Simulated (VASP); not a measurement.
# AlN (l.eB) (F-43m) in VASP: a series of runs

Runs on AlN (l.eB). Level: LDA. Tasks: single point.

Program: VASP 6.6.1. These are calculated values, not measurements. Logs are shortened: lines on timing, memory, paths and dates and some standing lists are left out, and cuts for length are marked.

## 1. The cell of the first run

Symmetry: F-43m, No. 216, cubic system. Conventional cell: a = 4.342 Å, b = 4.342 Å, c = 4.342 Å, α = 90.00°, β = 90.00°, γ = 90.00°. Within 2.5 Å of Al (site symmetry -43m) lie 4 N at 1.88 Å. N (site symmetry -43m) has 4 Al at 1.88 Å within 2.5 Å.

## 2. Single point, LDA

Contents of INCAR:

```
SYSTEM = AlN
ALGO = Normal ; EDIFF = 1E-6
ENCUT = 600 ; GGA = CA
GGA_COMPAT = .False. ; ISIF = 2
ISMEAR = 0 ; LASPH = .True.
LCHARG = .False. ; LREAL = .False.
LWAVE = .False. ; NBANDS = 16
NELM = 120 ; PREC = Accurate
SIGMA = 0.1
```

Contents of KPOINTS:

```
k-points
0
Gamma
  6 4 6
  0 0 0
```

Contents of POSCAR:

```
AlN
1.0
    3.0703282261      0.0000000000      0.0000000000
    0.0000000000      4.3420997517      0.0000000000
    0.0000000000      0.0000000000      3.0703281774
Al N
2 2
Direct
    0.0000000000      0.0000000000      0.0000000000
    0.5000000000      0.5000000000      0.5000117000
    0.5000000000      0.2500000000      0.0000000000
    0.0000000000      0.7500000000      0.5000117000
```

Potentials or basis: VASP PAW LDA potentials, release 64 (Al, N).

Run with:

```
$ cat potpaw_LDA.64/Al/POTCAR potpaw_LDA.64/N/POTCAR > POTCAR
$ mpirun -np 1 vasp_std > vasp.out
```

OUTCAR:

```text
SYSTEM = AlN
   EDIFF = 1E-6
   ENCUT = 600
   GGA = CA
   ISIF = 2
   ISMEAR = 0
   LASPH = .True.
   LREAL = .False.
   NELM = 120
   PREC = Accurate

 ion  position               nearest neighbor table
   1  0.000  0.000  0.000-   4 1.88   3 1.88   3 1.88   4 1.88   2 3.07   2 3.07   2 3.07   2 3.07
                             2 3.07   2 3.07   2 3.07   2 3.07
   2  0.500  0.500  0.500-   3 1.88   4 1.88   4 1.88   3 1.88   1 3.07   1 3.07   1 3.07   1 3.07
                             1 3.07   1 3.07   1 3.07   1 3.07
   3  0.500  0.250  0.000-   2 1.88   1 1.88   1 1.88   2 1.88
   4  0.000  0.750  0.500-   1 1.88   2 1.88   2 1.88   1 1.88

  LATTYP: Found a simple tetragonal cell.
 ALAT       =     3.0703282261
 C/A-ratio  =     1.4142135407

  Lattice vectors:

 A1 = (  -3.0703282261,   0.0000000000,   0.0000000000)
 A2 = (   0.0000000000,   0.0000000000,   3.0703281774)
 A3 = (   0.0000000000,   4.3420997517,   0.0000000000)

Analysis of symmetry for initial positions (statically):
=====================================================================
 Subroutine PRICEL returns:
 Original cell was already a primitive cell.

 Routine SETGRP: Setting up the symmetry group for a
 simple tetragonal supercell.

 Subroutine GETGRP returns: Found  4 space group operations
 (whereof  2 operations were pure point group operations)
 out of a pool of 16 trial point group operations.

The static configuration has the point symmetry C_1h.
 The point group associated with its full space group is C_2v.

Analysis of symmetry for dynamics (positions and initial velocities):
=====================================================================
 Subroutine PRICEL returns:
 Original cell was already a primitive cell.

 Routine SETGRP: Setting up the symmetry group for a
 simple tetragonal supercell.

 Subroutine GETGRP returns: Found  4 space group operations
 (whereof  2 operations were pure point group operations)
 out of a pool of 16 trial point group operations.

The dynamic configuration has the point symmetry C_1h.
 The point group associated with its full space group is C_2v.

 Subroutine INISYM returns: Found  4 space group operations
 (whereof  2 operations are pure point group operations),
 and found     1 'primitive' translations

----------------------------------------------------------------------------------------

                                     Primitive cell

  volume of cell :      40.9326

  direct lattice vectors                    reciprocal lattice vectors
     3.070328226  0.000000000  0.000000000     0.325698077  0.000000000  0.000000000
     0.000000000  4.342099752  0.000000000     0.000000000  0.230303323  0.000000000
     0.000000000  0.000000000  3.070328177     0.000000000  0.000000000  0.325698082

  length of vectors
     3.070328226  4.342099752  3.070328177     0.325698077  0.230303323  0.325698082

  position of ions in fractional coordinates (direct lattice)
     0.000000000  0.000000000  0.000000000
     0.500000000  0.500000000  0.500011700
     0.500000000  0.250000000  0.000000000
     0.000000000  0.750000000  0.500011700

  ion indices of the primitive-cell ions
   primitive index   ion index
                 1           1
                 2           2
                 3           3
                 4           4

----------------------------------------------------------------------------------------

 KPOINTS: k-points

Automatic generation of k-mesh.
 Grid dimensions read from file:
 generate k-points for:    6    4    6

 Generating k-lattice:

  Cartesian coordinates                     Fractional coordinates (reciprocal lattice)
     0.054283013  0.000000000  0.000000000     0.166666667  0.000000000  0.000000000
     0.000000000  0.057575831  0.000000000     0.000000000  0.250000000  0.000000000
     0.000000000  0.000000000  0.054283014     0.000000000  0.000000000  0.166666667

  Length of vectors
     0.054283013  0.057575831  0.054283014

  Shift w.r.t. Gamma in fractional coordinates (k-lattice)
     0.000000000  0.000000000  0.000000000

 Subroutine IBZKPT returns following result:
 ===========================================

 Found     48 irreducible k-points:

 Following reciprocal coordinates:
            Coordinates               Weight
  0.000000  0.000000  0.000000      1.000000
  0.166667  0.000000  0.000000      2.000000
  0.000000  0.000000 -0.166667      2.000000
  0.333333  0.000000  0.000000      2.000000
  0.000000  0.000000 -0.333333      2.000000
  0.500000  0.000000  0.000000      1.000000
[... 16 lines left out ...]
  0.333333  0.000000  0.166667      4.000000
  0.166667  0.000000 -0.333333      4.000000
 [... further k-points ...]
   k-points           NKPTS =     48   k-points in BZ     NKDIM =     48   number of bands    NBANDS=     16
   number of dos      NEDOS =    301   number of ions     NIONS =      4
   total plane-waves  NPLWV =  28224
   dimension x,y,z NGX =    28 NGY =   36 NGZ =   28
   dimension x,y,z NGXF=    56 NGYF=   72 NGZF=   56
   ions per type =               2   2
   NGX,Y,Z   is equivalent  to a cutoff of  15.16, 13.78, 15.16 a.u.
   NGXF,Y,Z  is equivalent  to a cutoff of  30.32, 27.57, 30.32 a.u.
 SYSTEM =  AlN
   PREC   = accura    normal or accurate (medium, high low for compatibility)
   ISTART =      0    job   : 0-new  1-cont  2-samecut
   ICHARG =      2    charge: 1-file 2-atom 10-const
   ISPIN  =      1    spin polarized calculation?
   LNONCOLLINEAR =      F non collinear calculations
   LSORBIT =      F    spin-orbit coupling
   LASPH  =      T    aspherical Exc in radial PAW
   ENCUT  =  600.0 eV  44.10 Ry    6.64 a.u.   6.13  8.67  6.13*2*pi/ulx,y,z
   NELM   =    120;   NELMIN=  2; NELMDL= -5     # of ELM steps
   EDIFF  = 0.1E-05   stopping-criterion for ELM
   LREAL  =      F    real-space projection
   EDIFFG = 0.1E-04   stopping-criterion for IOM
   NSW    =      0    number of steps for IOM
   IBRION =     -1    ionic relax: 0-MD 1-quasi-New 2-CG
   NFREE  =      0    steps in history (QN), initial steepest desc. (CG)
   ISIF   =      2    stress and relaxation
   ISYM   =      2    0-nonsym 1-usesym 2-fastsym
   POTIM  = 0.5000    time-step for ionic-motion
   TEBEG  =    0.0;   TEEND  =   0.0 temperature during run
   PSTRESS=    0.0 pullay stress
   NELECT =      16.0000    total number of electrons
   NUPDOWN=      -1.0000    fix difference up-down
   EMIN   =  10.00;   EMAX   =-10.00  energy-range for DOS
   EFERMI =   0.00;   METHOD = LEGACY
   ISMEAR =     0;   SIGMA  =   0.10  broadening in eV -4-tet -1-fermi 0-gaus
   EFERMI_NEDOS =   21; number of points for ismear=-14 and -15
   IALGO  =     38    algorithm
   IMIX   =      4    mixing-type and parameters
     AMIX     =   0.40;   BMIX     =  1.00
     AMIX_MAG =   1.60;   BMIX_MAG =  1.00
  volume/ion in A,a.u.               =      10.23        69.06
  Fermi-wavevector in a.u.,A,eV,Ry     =   1.196993  2.261989 19.494329  1.432793
  Thomas-Fermi vector in A             =   2.332919
   LORBIT       =      0    0 simple, 1 ext, 2 COOP (PROOUT), +10 PAW based schemes
   GGA     = CA    functional components
   LHFCALC =     F    Hartree Fock is set to
   AEXX    =    0.0000 exact exchange contribution
   IVDW    =     0    specifies the selected vdW correction
   LEPSILON=     F    determine dielectric tensor
   LRPA    =     F    only Hartree local field effects (RPA)
 non-spin polarized calculation
 Gauss-broadening in eV      SIGMA  =   0.10
  energy-cutoff  :      600.00
  volume of cell :       40.93
 maximum number of plane-waves:      1400
 NGX is ok and might be reduce to    28
   NGX = 13   NGY = 17   NGZ = 13

 number of electron      15.9999998 magnetization

 Free energy of the ion-electron system (eV)
  ---------------------------------------------------
  ext. energy  EPLUGINS =         0.00000000
  ---------------------------------------------------
  free energy    TOTEN  =       -32.75080622 eV

  energy without entropy =      -32.75080622  energy(sigma->0) =      -32.75080622

 E-fermi :   6.3843     XC(G=0): -11.3441

 val. band max:        5.8788602538   @ k =   0.0000   0.0000   0.0000
 cond. band min:       9.1086492886   @ k =   0.0000   0.0000   0.0000
 fundamental gap:      3.2297890347
 Fermi energy:         6.3842955031

 k-point     1 :       0.0000    0.0000    0.0000
  band No.  band energies     occupation
      1      -9.0498      2.00000
      2      -6.1973      2.00000
      3       0.8681      2.00000
      4       4.0667      2.00000
      5       4.0667      2.00000
      6       5.8787      2.00000
[... 8 lines left out ...]
     15      19.8710      0.00000
     16      21.5867      0.00000

 k-point     2 :       0.1667    0.0000    0.0000
  band No.  band energies     occupation
      1      -8.7694      2.00000
      2      -6.1821      2.00000
      3       1.1763      2.00000
      4       2.9366      2.00000
      5       4.2573      2.00000
      6       4.6386      2.00000
[... 8 lines left out ...]
     15      19.4316      0.00000
     16      20.7779      0.00000

 k-point     3 :       0.0000    0.0000   -0.1667
  band No.  band energies     occupation
      1      -8.7694      2.00000
      2      -6.1821      2.00000
      3       1.1763      2.00000
      4       2.9366      2.00000
      5       4.2573      2.00000
      6       4.6386      2.00000
[... 8 lines left out ...]
     15      19.4316      0.00000
     16      20.7779      0.00000

 k-point     4 :       0.3333    0.0000    0.0000
  band No.  band energies     occupation
      1      -8.0030      2.00000
      2      -6.3446      2.00000
      3       1.5043      2.00000
      4       2.0954      2.00000
      5       2.7102      2.00000
      6       4.6425      2.00000
[... 8 lines left out ...]
     15      18.5308      0.00000
     16      19.2735      0.00000

 k-point     5 :       0.0000    0.0000   -0.3333
  band No.  band energies     occupation
      1      -8.0030      2.00000
      2      -6.3446      2.00000
      3       1.5043      2.00000
      4       2.0954      2.00000
      5       2.7102      2.00000
      6       4.6425      2.00000
[... 8 lines left out ...]
     15      18.5308      0.00000
     16      19.2735      0.00000

 k-point     6 :       0.5000    0.0000    0.0000
  band No.  band energies     occupation
      1      -7.0263      2.00000
      2      -7.0263      2.00000
      3       1.4487      2.00000
      4       1.4487      2.00000
      5       3.3397      2.00000
      6       3.3397      2.00000
[... 8 lines left out ...]
     15      18.3293      0.00000
     16      18.3293      0.00000
[... 267 lines left out ...]
 k-point    21 :       0.0000    0.5000    0.5000
  band No.  band energies     occupation
      1      -6.8750      2.00000
      2      -6.8750      2.00000
      3      -0.1070      2.00000
      4      -0.1070      2.00000
      5       5.3916      2.00000
      6       5.3916      2.00000
[... 8 lines left out ...]
     15      16.9519      0.00000
     16      16.9519      0.00000

 k-point    22 :       0.1667    0.0000    0.1667
  band No.  band energies     occupation
      1      -8.4974      2.00000
      2      -6.1504      2.00000
      3       1.4723      2.00000
      4       3.0298      2.00000
      5       3.3083      2.00000
      6       4.1664      2.00000
[... 8 lines left out ...]
     15      18.9320      0.00000
     16      19.1292      0.00000

 k-point    23 :       0.3333    0.0000    0.1667
  band No.  band energies     occupation
      1      -7.7601      2.00000
      2      -6.2531      2.00000
      3       1.6587      2.00000
      4       2.3505      2.00000
      5       2.6167      2.00000
      6       3.8608      2.00000
[... 8 lines left out ...]
     15      18.8847      0.00000
     16      19.5343      0.00000

 k-point    24 :       0.1667    0.0000   -0.3333
  band No.  band energies     occupation
      1      -7.7601      2.00000
      2      -6.2531      2.00000
      3       1.6587      2.00000
      4       2.3505      2.00000
      5       2.6167      2.00000
      6       3.8608      2.00000
[... 8 lines left out ...]
     15      18.8847      0.00000
     16      19.5343      0.00000

 [... further k-points ...]
[... 5 lines left out ...]
  --------------------------------------------------------------------------------------
  -------------------------------------------------------------------------------------
  Total        0.1441081      0.1323114      0.1441115      0.0000000      0.0000000      0.0000000
  in kB        5.6406556      5.1789106      5.6407880      0.0000000      0.0000000      0.0000000
  external PRESSURE =       5.4867847 kB  Pullay stress =       0.0000000 kB

 VOLUME and BASIS-vectors are now :
 -----------------------------------------------------------------------------
  energy-cutoff  :      600.00
  volume of cell :       40.93
      direct lattice vectors                 reciprocal lattice vectors
     3.070328226  0.000000000  0.000000000     0.325698077  0.000000000  0.000000000
     0.000000000  4.342099752  0.000000000     0.000000000  0.230303323  0.000000000
     0.000000000  0.000000000  3.070328177     0.000000000  0.000000000  0.325698082

 POSITION                                       TOTAL-FORCE (eV/Angst)
 -----------------------------------------------------------------------------------
      0.00000      0.00000      0.00000         0.000000      0.000000      0.000505
      1.53516      2.17105      1.53520         0.000000      0.000000     -0.000505
      1.53516      1.08552      0.00000         0.000000     -0.000000      0.000535
      0.00000      3.25657      1.53520         0.000000     -0.000000     -0.000535
 -----------------------------------------------------------------------------------
    total drift:                                0.000000      0.000000     -0.000000

  FREE ENERGIE OF THE ION-ELECTRON SYSTEM (eV)
  ---------------------------------------------------
  free  energy   TOTEN  =       -32.7508062162 eV

  energy  without entropy=      -32.7508062162  energy(sigma->0) =      -32.75080622
```

Wall time 28 s (1 thread of AMD EPYC 9R45 (Zen 5), shared host); peak memory 0.13 GiB.

What came out:

* Free energy: -32.7508 eV
* Pressure: 0.5 GPa
* Band gap on the k mesh: 3.23 eV

## 3. Single point, LDA

Contents of INCAR:

```
PREC = Accurate
ENCUT = 600
EDIFF = 1E-6
ISMEAR = 0
SIGMA = 0.02
LREAL = F
LASPH = T
NELM = 120
ALGO = Normal
ISIF = 2
LWAVE = F
LCHARG = F
GGA = CA
NBANDS = 16
GGA_COMPAT = F
```

Contents of KPOINTS:

```
regular mesh
0
Gamma
  8 6 8
```

Contents of POSCAR:

```
AlN
1.0
    3.0703282018      0.0000000000      0.0000000000
    0.0000000000      4.3420997517      0.0000000000
    0.0000000000      0.0000000000      3.0703282018
Al N
2 2
Direct
    0.0000000000      0.0000000000      0.0000058500
    0.5000000000      0.5000000000      0.5000058500
    0.5000000000      0.2500000000      0.0000058500
    0.0000000000      0.7500000000      0.5000058500
```

Potentials or basis: VASP PAW LDA potentials, release 64 (Al, N).

Run with:

```
$ cat potpaw_LDA.64/Al/POTCAR potpaw_LDA.64/N/POTCAR > POTCAR
$ mpirun -np 1 vasp_std > vasp.out
```

Run time: 37 s. Hardware: 1 thread of AMD EPYC 9R45 (Zen 5), shared host; peak memory 0.13 GiB.

It converged, with:

* Free energy: -32.7520 eV
* Pressure: 0.6 GPa
* Band gap on the k mesh: 3.23 eV

Levels at points of the mesh, in eV from the valence-band top:
| k point | band 6 | band 7 | band 8 | band 9 | band 10 | band 11 |
| --- | --- | --- | --- | --- | --- | --- |
| (0.00, 0.00, 0.00) | 0.00 | 0.00 | 0.00 | 3.23 | 4.39 | 8.52 |
| (0.50, 0.00, 0.00) | -2.54 | -0.53 | -0.53 | 7.79 | 7.79 | 9.29 |
| (0.00, 0.50, 0.00) | -1.00 | -1.00 | -1.00 | 5.99 | 5.99 | 10.19 |
| (0.50, 0.50, 0.00) | -0.49 | -0.49 | -0.49 | 7.43 | 7.43 | 9.89 |
| (0.50, 0.00, 0.50) | -1.81 | -1.81 | -1.81 | 3.23 | 3.23 | 8.52 |
| (0.50, 0.50, 0.50) | -3.54 | -2.77 | -2.77 | 6.00 | 6.00 | 11.34 |

A k mesh can miss the band edges. Expect the measured gap to be larger: semilocal functionals such as LDA lack the derivative discontinuity.

## 4. Single point, LDA

Contents of INCAR:

```
SYSTEM = AlN
  ALGO = Normal
  EDIFF = 1E-6
  ENCUT = 600
  GGA = CA
  GGA_COMPAT = .False.
  ISIF = 2
  ISMEAR = 0
  LASPH = .True.
  LCHARG = .False.
  LREAL = .False.
  LWAVE = .False.
  NBANDS = 16
  NELM = 120
  PREC = Accurate
  SIGMA = 0.02
```

Contents of KPOINTS:

```
k-points
0
Gamma
  8 6 8
  0 0 0
```

POSCAR is that of step 3.

Run with:

```
$ cat potpaw_LDA.64/Al/POTCAR potpaw_LDA.64/N/POTCAR > POTCAR
$ mpirun -np 1 vasp_std > vasp.out
```

It took 30 s on 1 thread of AMD EPYC 9R45 (Zen 5), shared host; peak memory 0.13 GiB.

Results (log left out):

| Item | Value |
| --- | --- |
| Free energy | -32.7520 eV |
| Pressure | 0.6 GPa |
| Band gap on the k mesh | 3.23 eV |

Levels at points of the mesh, in eV from the valence-band top:
| k point | band 5 | band 6 | band 7 | band 8 | band 9 | band 10 | band 11 | band 12 |
| --- | --- | --- | --- | --- | --- | --- | --- | --- |
| (0.00, 0.00, 0.00) | -1.81 | 0.00 | 0.00 | 0.00 | 3.23 | 4.39 | 8.52 | 12.51 |
| (0.50, 0.00, 0.00) | -2.54 | -2.54 | -0.53 | -0.53 | 7.79 | 7.79 | 9.29 | 9.29 |
| (0.00, 0.50, 0.00) | -1.00 | -1.00 | -1.00 | -1.00 | 5.99 | 5.99 | 10.19 | 10.19 |
| (0.50, 0.50, 0.00) | -0.49 | -0.49 | -0.49 | -0.49 | 7.43 | 7.43 | 9.89 | 9.89 |
| (0.50, 0.00, 0.50) | -1.81 | -1.81 | -1.81 | -1.81 | 3.23 | 3.23 | 8.52 | 8.52 |
| (0.50, 0.50, 0.50) | -3.54 | -3.54 | -2.77 | -2.77 | 6.00 | 6.00 | 11.34 | 11.34 |

## 5. Single point, LDA

Contents of INCAR:

```
SYSTEM = AlN
ALGO = Normal
EDIFF = 1E-6
ENCUT = 600
GGA = CA
GGA_COMPAT = .False.
ISIF = 2
ISMEAR = 0
LASPH = .True.
LCHARG = .False.
LREAL = .False.
LWAVE = .False.
NBANDS = 16
NELM = 120
PREC = Accurate
SIGMA = 0.02
```

KPOINTS is that of step 4.

Contents of POSCAR:

```
AlN
1.0
    3.0703282261      0.0000000000      0.0000000000
    0.0000000000      4.3420997517      0.0000000000
    0.0000000000      0.0000000000      3.0703281774
Al N
2 2
Direct
    0.0000000000      0.0000000000      0.0000000000
    0.5000000000      0.5000000000      0.5000117000
    0.5000000000      0.2500000000      0.0000000000
    0.0000000000      0.7500000000      0.5000117000
```

Run with:

```
$ cat potpaw_LDA.64/Al/POTCAR potpaw_LDA.64/N/POTCAR > POTCAR
$ mpirun -np 1 vasp_std > vasp.out
```

It took 58 s on 1 thread of AMD EPYC 9R45 (Zen 5), shared host; peak memory 0.15 GiB.

It converged, with:

| Item | Value |
| --- | --- |
| Free energy | -32.7520 eV |
| Pressure | 0.6 GPa |
| Band gap on the k mesh | 3.23 eV |

Levels at points of the mesh, in eV from the valence-band top:
```tsv
k point	band 6	band 7	band 8	band 9	band 10	band 11
(0.00, 0.00, 0.00)	0.00	0.00	0.00	3.23	4.39	8.52
(0.50, 0.00, 0.00)	-2.54	-0.53	-0.53	7.79	7.79	9.29
(0.00, 0.00, 0.50)	-2.54	-0.53	-0.53	7.79	7.79	9.29
(0.00, 0.50, 0.00)	-1.00	-1.00	-1.00	5.99	5.99	10.19
(0.50, 0.50, 0.00)	-0.49	-0.49	-0.49	7.43	7.43	9.89
(0.00, 0.50, 0.50)	-0.49	-0.49	-0.49	7.43	7.43	9.89
(0.50, 0.00, 0.50)	-1.81	-1.81	-1.81	3.23	3.23	8.52
(0.50, 0.50, 0.50)	-3.54	-2.77	-2.77	6.00	6.00	11.34
```

A k mesh can miss the band edges. A hybrid or GW would open this gap; LDA tends to underestimate it.
